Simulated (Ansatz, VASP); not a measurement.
One calculation of Sr, two programs

```
Sr
1.0
     0.00000    3.03827    3.03827
     3.03827    0.00000    3.03827
     3.03827    3.03827    0.00000
Sr
1
Direct
  0.00000 0.00000 0.00000
```

Alike in both runs: task single point; functional RPBE; k mesh 15 × 15 × 15; occupations fermi-dirac, width 0.1 eV; no spin polarisation.

```csv
,VASP,Ansatz
version,VASP 6.6.1,Ansatz 0.2.0
potentials or method,"VASP PAW PBE potentials, release 64 (Sr_sv), cutoff 520 eV","plane waves (420 eV) with PAW, scalar-relativistic"
valence electrons in the cell,10,10
```

|  | VASP | Ansatz | Ansatz less VASP |
| --- | --- | --- | --- |
| pressure (GPa) | 0.5 | 0.5 | -0.01 |

VASP's potentials were made for PBE, not for RPBE. With one functional, cell and mesh, what is left measures potentials, basis and numerics.
